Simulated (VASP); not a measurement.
# NaB12 (Fm-3m) in VASP: a series of runs, part 2 of 2

VASP 6.6.1. Earlier steps stand in the parts before.

## (5) Single point, PBE

This run uses another cell than the first one, of 8.05 Å³/atom.

Contents of INCAR:

```
SYSTEM = NaB12
ALGO = Fast
EDIFF = 1E-6
ENCUT = 520
GGA = PE
ISIF = 2
ISMEAR = 0
LASPH = .True.
LCHARG = .False.
LREAL = .False.
LWAVE = .False.
NBANDS = 34
NELM = 60
PREC = Accurate
SIGMA = 0.1
```

Contents of KPOINTS:

```
k-points
0
Gamma
  10 10 10
  0 0 0
```

Contents of POSCAR:

```
NaB12
1.0
    0.0000000000      3.7395641662      3.7395641662
    3.7395641662      0.0000000000      3.7395641662
    3.7395641662      3.7395641662      0.0000000000
Na B
1 12
Direct
    0.0000000000      0.0000000000      0.0000000000
    0.8363377782      0.1636622218      0.5000000000
    0.1636622218      0.8363377782      0.5000000000
    0.5000000000      0.8363377782      0.1636622218
    0.1636622218      0.5000000000      0.5000000000
    0.5000000000      0.5000000000      0.8363377782
    0.5000000000      0.5000000000      0.1636622218
    0.5000000000      0.8363377782      0.5000000000
    0.1636622218      0.5000000000      0.8363377782
    0.8363377782      0.5000000000      0.5000000000
    0.5000000000      0.1636622218      0.5000000000
    0.8363377782      0.5000000000      0.1636622218
    0.5000000000      0.1636622218      0.8363377782
```

Started as:

```console
> cat potpaw_PBE.64/Na_pv/POTCAR potpaw_PBE.64/B/POTCAR > POTCAR
> mpirun -np 1 vasp_std > vasp.out
```

Wall time 3.5 min (1 thread of Oxide Virtual Turin-like, shared host); peak memory 0.27 GiB.

It converged, with:

| Property | Result |
| --- | --- |
| Free energy | -80.4151 eV |
| Pressure | 0.1 GPa |
| Band gap on the k mesh | zero (an odd number of electrons rules out a gap without spin polarisation) |

Forces on the atoms (eV/Å):
```
Na   0.000  0.000  0.000
B   -0.002  0.002  0.000
B    0.002 -0.002  0.000
B    0.000 -0.002  0.002
B    0.000 -0.002 -0.002
B    0.002  0.002  0.000
B   -0.002 -0.002  0.000
B    0.002  0.000  0.002
B    0.002  0.000 -0.002
B    0.000  0.002  0.002
B   -0.002  0.000 -0.002
B   -0.002  0.000  0.002
B    0.000  0.002 -0.002
```

Levels at points of the mesh, in eV from the Fermi level:
```tsv
k point	band 20	band 21	band 22	band 23	band 24	band 25
(0.00, 0.00, 0.00)	0.04	0.58	0.58	4.59	4.59	4.59
(0.50, 0.00, 0.00)	-0.25	0.14	0.14	3.16	3.16	4.42
(0.50, 0.50, 0.00)	-0.66	-0.38	-0.15	1.41	1.41	5.45
```

## (6) Relaxation of cell and atoms, PBE

This run uses another cell than the first one, of 8.03 Å³/atom.

Contents of INCAR:

```
PREC = Accurate
ENCUT = 600
EDIFF = 1E-6
ISMEAR = 0
SIGMA = 0.1
LREAL = False
LASPH = True
NELM = 80
ALGO = Fast
ISIF = 3
LWAVE = False
LCHARG = False
GGA = PE
IBRION = 2
NSW = 100
EDIFFG = -0.01
```

Contents of KPOINTS:

```
Automatic mesh
0
Gamma
  10 10 10
```

Contents of POSCAR:

```
NaB12
1.0
    0.0000000000      3.7364442769      3.7364442769
    3.7364442769      0.0000000000      3.7364442769
    3.7364442769      3.7364442769      0.0000000000
Na B
1 12
Direct
    0.0000000000      0.0000000000      0.0000000000
    0.8359042413      0.1640957587      0.5000000000
    0.1640957587      0.8359042413      0.5000000000
    0.5000000000      0.8359042413      0.1640957587
    0.1640957587      0.5000000000      0.5000000000
    0.5000000000      0.5000000000      0.8359042413
    0.5000000000      0.5000000000      0.1640957587
    0.5000000000      0.8359042413      0.5000000000
    0.1640957587      0.5000000000      0.8359042413
    0.8359042413      0.5000000000      0.5000000000
    0.5000000000      0.1640957587      0.5000000000
    0.8359042413      0.5000000000      0.1640957587
    0.5000000000      0.1640957587      0.8359042413
```

Potentials or basis: VASP PAW PBE potentials, release 64 (Na_pv, B).

Started as:

```console
> cat potpaw_PBE.64/Na_pv/POTCAR potpaw_PBE.64/B/POTCAR > POTCAR
> mpirun -np 1 vasp_std > vasp.out
```

OUTCAR:

```text
PREC = Accurate
   ENCUT = 600
   EDIFF = 1E-6
   ISMEAR = 0
   LREAL = False
   LASPH = True
   NELM = 80
   ISIF = 3
   GGA = PE
   IBRION = 2
   NSW = 100
   EDIFFG = -0.01

 ion  position               nearest neighbor table
   1  0.000  0.000  0.000-
   2  0.836  0.164  0.500-   3 1.73  10 1.77  11 1.77  12 1.77  13 1.77
   3  0.164  0.836  0.500-   2 1.73   4 1.77   5 1.77   8 1.77   9 1.77
   4  0.500  0.836  0.164-  13 1.73   7 1.77   8 1.77  12 1.77   3 1.77
   5  0.164  0.500  0.500-  10 1.73   7 1.77   9 1.77   3 1.77  11 1.77
   6  0.500  0.500  0.836-   7 1.73   8 1.77   9 1.77  10 1.77  13 1.77
   7  0.500  0.500  0.164-   6 1.73   5 1.77   4 1.77  11 1.77  12 1.77
   8  0.500  0.836  0.500-  11 1.73   4 1.77   6 1.77  10 1.77   3 1.77
   9  0.164  0.500  0.836-  12 1.73   5 1.77   6 1.77   3 1.77  13 1.77
  10  0.836  0.500  0.500-   5 1.73   2 1.77   6 1.77   8 1.77  12 1.77
  11  0.500  0.164  0.500-   8 1.73   5 1.77   7 1.77   2 1.77  13 1.77
  12  0.836  0.500  0.164-   9 1.73   4 1.77   7 1.77   2 1.77  10 1.77
  13  0.500  0.164  0.836-   4 1.73   2 1.77   6 1.77   9 1.77  11 1.77

  LATTYP: Found a face centered cubic cell.
 ALAT       =     7.4728885538

  Lattice vectors:

 A1 = (   0.0000000000,   3.7364442769,   3.7364442769)
 A2 = (   3.7364442769,   0.0000000000,   3.7364442769)
 A3 = (   3.7364442769,   3.7364442769,   0.0000000000)

Analysis of symmetry for initial positions (statically):
=====================================================================
 Subroutine PRICEL returns:
 Original cell was already a primitive cell.

 Routine SETGRP: Setting up the symmetry group for a
 face centered cubic supercell.

 Subroutine GETGRP returns: Found 48 space group operations
 (whereof 48 operations were pure point group operations)
 out of a pool of 48 trial point group operations.

The static configuration has the point symmetry O_h .

Analysis of symmetry for dynamics (positions and initial velocities):
=====================================================================
 Subroutine PRICEL returns:
 Original cell was already a primitive cell.

 Routine SETGRP: Setting up the symmetry group for a
 face centered cubic supercell.

 Subroutine GETGRP returns: Found 48 space group operations
 (whereof 48 operations were pure point group operations)
 out of a pool of 48 trial point group operations.

The dynamic configuration has the point symmetry O_h .

 Subroutine INISYM returns: Found 48 space group operations
 (whereof 48 operations are pure point group operations),
 and found     1 'primitive' translations

----------------------------------------------------------------------------------------

                                     Primitive cell

  volume of cell :     104.3291

  direct lattice vectors                    reciprocal lattice vectors
     0.000000000  3.736444277  3.736444277    -0.133817063  0.133817063  0.133817063
     3.736444277  0.000000000  3.736444277     0.133817063 -0.133817063  0.133817063
     3.736444277  3.736444277  0.000000000     0.133817063  0.133817063 -0.133817063

  length of vectors
     5.284130171  5.284130171  5.284130171     0.231777952  0.231777952  0.231777952

  position of ions in fractional coordinates (direct lattice)
     0.000000000  0.000000000  0.000000000
     0.835904241  0.164095759  0.500000000
     0.164095759  0.835904241  0.500000000
     0.500000000  0.835904241  0.164095759
     0.164095759  0.500000000  0.500000000
[... 81 lines left out ...]
   dimension x,y,z NGX =    42 NGY =   42 NGZ =   42
   dimension x,y,z NGXF=    84 NGYF=   84 NGZF=   84
   ions per type =               1  12
   NGX,Y,Z   is equivalent  to a cutoff of  13.21, 13.21, 13.21 a.u.
   NGXF,Y,Z  is equivalent  to a cutoff of  26.43, 26.43, 26.43 a.u.
 SYSTEM =  unknown system
   PREC   = accura    normal or accurate (medium, high low for compatibility)
   ISTART =      0    job   : 0-new  1-cont  2-samecut
   ICHARG =      2    charge: 1-file 2-atom 10-const
   ISPIN  =      1    spin polarized calculation?
   LNONCOLLINEAR =      F non collinear calculations
   LSORBIT =      F    spin-orbit coupling
   LASPH  =      T    aspherical Exc in radial PAW
   ENCUT  =  600.0 eV  44.10 Ry    6.64 a.u.  10.55 10.55 10.55*2*pi/ulx,y,z
   NELM   =     80;   NELMIN=  2; NELMDL= -5     # of ELM steps
   EDIFF  = 0.1E-05   stopping-criterion for ELM
   LREAL  =      F    real-space projection
   EDIFFG = -.1E-01   stopping-criterion for IOM
   NSW    =    100    number of steps for IOM
   IBRION =      2    ionic relax: 0-MD 1-quasi-New 2-CG
   NFREE  =      1    steps in history (QN), initial steepest desc. (CG)
   ISIF   =      3    stress and relaxation
   ISYM   =      2    0-nonsym 1-usesym 2-fastsym
   POTIM  = 0.5000    time-step for ionic-motion
   TEBEG  =    0.0;   TEEND  =   0.0 temperature during run
   PSTRESS=    0.0 pullay stress
   NELECT =      43.0000    total number of electrons
   NUPDOWN=      -1.0000    fix difference up-down
   EMIN   =  10.00;   EMAX   =-10.00  energy-range for DOS
   EFERMI =   0.00;   METHOD = LEGACY
   ISMEAR =     0;   SIGMA  =   0.10  broadening in eV -4-tet -1-fermi 0-gaus
   EFERMI_NEDOS =   21; number of points for ismear=-14 and -15
   IALGO  =     68    algorithm
   IMIX   =      4    mixing-type and parameters
     AMIX     =   0.40;   BMIX     =  1.00
     AMIX_MAG =   1.60;   BMIX_MAG =  1.00
  volume/ion in A,a.u.               =       8.03        54.16
  Fermi-wavevector in a.u.,A,eV,Ry     =   1.218323  2.302297 20.195279  1.484311
  Thomas-Fermi vector in A             =   2.353613
   LORBIT       =      0    0 simple, 1 ext, 2 COOP (PROOUT), +10 PAW based schemes
   GGA     = PE    functional components
   LHFCALC =     F    Hartree Fock is set to
   AEXX    =    0.0000 exact exchange contribution
   IVDW    =     0    specifies the selected vdW correction
   LEPSILON=     F    determine dielectric tensor
   LRPA    =     F    only Hartree local field effects (RPA)
 conjugate gradient relaxation of ions
 non-spin polarized calculation
 RMM-DIIS sequential band-by-band and
 Gauss-broadening in eV      SIGMA  =   0.10
  energy-cutoff  :      600.00
  volume of cell :      104.33
 maximum number of plane-waves:      3511
   NGX = 21   NGY = 21   NGZ = 21

--------------------------------------- Ionic step        1  -------------------------------------------

 number of electron      42.9999999 magnetization

 Free energy of the ion-electron system (eV)
  ---------------------------------------------------
  ext. energy  EPLUGINS =         0.00000000
  ---------------------------------------------------
  free energy    TOTEN  =       -80.42331851 eV

  energy without entropy =      -80.39568541  energy(sigma->0) =      -80.40950196

------------------------ aborting loop because EDIFF is reached ----------------------------------------

  FORCE on cell =-STRESS in cart. coord.  units (eV):
  Direction    XX          YY          ZZ          XY          YZ          ZX
  --------------------------------------------------------------------------------------
  -------------------------------------------------------------------------------------
  Total        0.3892393      0.3892393      0.3892393     -0.0000000      0.0000000     -0.0000000
  in kB        5.9775290      5.9775290      5.9775290     -0.0000000      0.0000000     -0.0000000
  external PRESSURE =       5.9775290 kB  Pullay stress =       0.0000000 kB
[... 81 lines left out ...]
--------------------------------------- Ionic step        3  -------------------------------------------

 number of electron      42.9999998 magnetization

 Free energy of the ion-electron system (eV)
  ---------------------------------------------------
  ext. energy  EPLUGINS =         0.00000000
  ---------------------------------------------------
  free energy    TOTEN  =       -80.42505402 eV

  energy without entropy =      -80.39660258  energy(sigma->0) =      -80.41082830

 E-fermi :   4.0867     XC(G=0): -11.2198

 val. band max:        4.0809350613   @ k =  -0.4000   0.2000   0.1000
 cond. band min:       4.0905792573   @ k =  -0.3000   0.1000   0.0000
 fundamental gap:      0.0096441961
 Fermi energy:         4.0866685830

 k-point     1 :       0.0000    0.0000    0.0000
  band No.  band energies     occupation
      1     -18.0676      2.00000
      2     -18.0676      2.00000
      3     -18.0676      2.00000
      4      -9.6616      2.00000
      5      -4.6272      2.00000
      6      -4.6272      2.00000
[... 733 lines left out ...]
     27      10.4258      0.00000
     28      11.0184      0.00000

 [... further k-points ...]

------------------------ aborting loop because EDIFF is reached ----------------------------------------

  FORCE on cell =-STRESS in cart. coord.  units (eV):
  Direction    XX          YY          ZZ          XY          YZ          ZX
  --------------------------------------------------------------------------------------
  -------------------------------------------------------------------------------------
  Total        0.0221487      0.0221487      0.0221487      0.0000000      0.0000000     -0.0000000
  in kB        0.3392785      0.3392785      0.3392785      0.0000000      0.0000000     -0.0000000
  external PRESSURE =       0.3392785 kB  Pullay stress =       0.0000000 kB
[... 28 lines left out ...]
  FREE ENERGIE OF THE ION-ELECTRON SYSTEM (eV)
  ---------------------------------------------------
  free  energy   TOTEN  =       -80.4250540164 eV

  energy  without entropy=      -80.3966025820  energy(sigma->0) =      -80.41082830

 reached required accuracy - stopping structural energy minimisation
```

It took 6.8 min on 1 thread of Oxide Virtual Turin-like, shared host; peak memory 0.3 GiB.

Results:

```
Free energy                           : -80.4251 eV
Relaxed volume                        : 8.05 Å³/atom
Relaxed cell                          : a = 5.289 Å, b = 5.289 Å, c = 5.289 Å, α = 60.00°, β = 60.00°, γ = 60.00°
Space group after relaxing (to 0.1 Å) : Fm-3m (No. 225)
Energy gained by relaxing             : 0.1 meV/atom
Ionic steps                           : 3
Pressure after relaxing               : 0.0 GPa
Band gap on the k mesh                : zero (an odd number of electrons rules out a gap without spin polarisation)
```

The path:
```
step  energy change (eV)  largest force (eV/Å)  pressure (GPa)  volume (Å³)
   1              0.0000                0.0860            0.60       104.33
   2             -0.0009                0.0636           -0.36       104.78
   3             -0.0017                0.0011            0.03       104.59
```

Final structure:
```cif
data_structure
_symmetry_space_group_name_H-M 'P 1'
_symmetry_Int_Tables_number 1
_cell_length_a 5.2886
_cell_length_b 5.2886
_cell_length_c 5.2886
_cell_angle_alpha 60.000
_cell_angle_beta 60.000
_cell_angle_gamma 60.000
_cell_volume 104.59
loop_
_atom_site_label
_atom_site_type_symbol
_atom_site_fract_x
_atom_site_fract_y
_atom_site_fract_z
_atom_site_occupancy
Na1 Na 0.00000 0.00000 0.00000 1
B1 B 0.83636 0.16364 0.50000 1
B2 B 0.16364 0.83636 0.50000 1
B3 B 0.50000 0.83636 0.16364 1
B4 B 0.16364 0.50000 0.50000 1
B5 B 0.50000 0.50000 0.83636 1
B6 B 0.50000 0.50000 0.16364 1
B7 B 0.50000 0.83636 0.50000 1
B8 B 0.16364 0.50000 0.83636 1
B9 B 0.83636 0.50000 0.50000 1
B10 B 0.50000 0.16364 0.50000 1
B11 B 0.83636 0.50000 0.16364 1
B12 B 0.50000 0.16364 0.83636 1
```

## (7) The runs side by side

| task | cell | k mesh | cutoff (eV) | gap on the mesh (eV) | pressure (GPa) | relaxed volume (Å³/atom) | largest force (eV/Å) |
| --- | --- | --- | --- | --- | --- | --- | --- |
| single point | a = 5.205 Å, angles 60.0°, 13 atoms, atomic positions A | 4 × 4 × 4 | 520 | none | 9.6 | - | 0.27 |
| single point | a = 5.284 Å, angles 60.0°, 13 atoms, atomic positions B | 4 × 4 × 4 | 520 | none | 0.4 | - | 0.01 |
| relaxation of cell and atoms | relaxed from a = 5.205 Å, angles 60.0°, 13 atoms, atomic positions A | 4 × 4 × 4 | 600 | none | 0.1 | 8.04 | 0.03 |
| single point | a = 5.289 Å, angles 60.0°, 13 atoms, atomic positions C | 10 × 10 × 10 | 520 | none | 0.1 | - | - |
| relaxation of cell and atoms | relaxed from a = 5.284 Å, angles 60.0°, 13 atoms, atomic positions B | 10 × 10 × 10 | 600 | none | 0.0 | 8.05 | - |

Alike in all rows: level PBE; potentials or basis VASP PAW PBE potentials, release 64 (Na_pv, B); no spin polarisation; smearing gaussian 0.1 eV.

Caveats: some runs use coarse meshes.

Total energies depend on the potentials used, so only differences within one code and one set of settings carry meaning.

The gap in the log of VASP goes by the Fermi energy; the results here count the filled bands.